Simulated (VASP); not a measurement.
A run of VASP 6.6.1 is set up as follows.

File INCAR:

```
SYSTEM = BAs
  PREC = Accurate
  ENCUT = 520
  EDIFF = 1E-7
  ISMEAR = 0
  SIGMA = 0.05
  LREAL = .FALSE.
  LASPH = .TRUE.
  NELM = 100
  ALGO = Normal
  ISIF = 2
  LWAVE = .FALSE.
  LCHARG = .TRUE.
  LDIPOL = .TRUE.
  IDIPOL = 3
  DIPOL = 0.5 0.5 0.500
  GGA = PE
  LELF = .TRUE.
  LVHAR = .TRUE.
  LVACPOTAV = .TRUE.
  NBANDS = 31
```

KPOINTS

```
Automatic mesh
0
G
  8 8 1
  0 0 0
```

Contents of POSCAR:

```
BAs
1.0
    3.4003508741      0.0000000000      0.0000000000
    0.0000000000      3.4003508741      0.0000000000
    0.0000000000      0.0000000000     25.8198502268
As B
5 5
Direct
    0.0000000000      0.5000000000      0.2905203819
    0.5000000000      0.0000000000      0.3843341724
    0.0000000000      0.5000000000      0.4772215109
    0.5000000000      0.0000000000      0.5705931436
    0.0000000000      0.5000000000      0.6646019083
    0.5000000000      0.5000000000      0.3378138821
    0.0000000000      0.0000000000      0.4308937051
    0.5000000000      0.5000000000      0.5237825292
    0.0000000000      0.0000000000      0.6164234172
    0.5000000000      0.5000000000      0.7038153494
```

Potentials or basis: VASP PAW PBE potentials, release 64 (As, B).

Command:

```sh
$ cat potpaw_PBE.64/As/POTCAR potpaw_PBE.64/B/POTCAR > POTCAR
$ mpirun -np 1 vasp_std > vasp.out
```

Q: What does it give for the largest force?

A: 0.051 eV/Å.

Q: Estimate the band gap on the k mesh.

A: Zero (bands 20 and 21 overlap by 1.04 eV).

Forces in eV/Å, atoms in the order of the input:
```
As   0.000  0.000 -0.038
As   0.000  0.000 -0.005
As   0.000  0.000 -0.003
As   0.000  0.000 -0.008
As   0.000  0.000 -0.021
B    0.000  0.000 -0.004
B    0.000  0.000  0.004
B    0.000  0.000  0.006
B    0.000  0.000  0.017
B    0.000  0.000  0.051
```
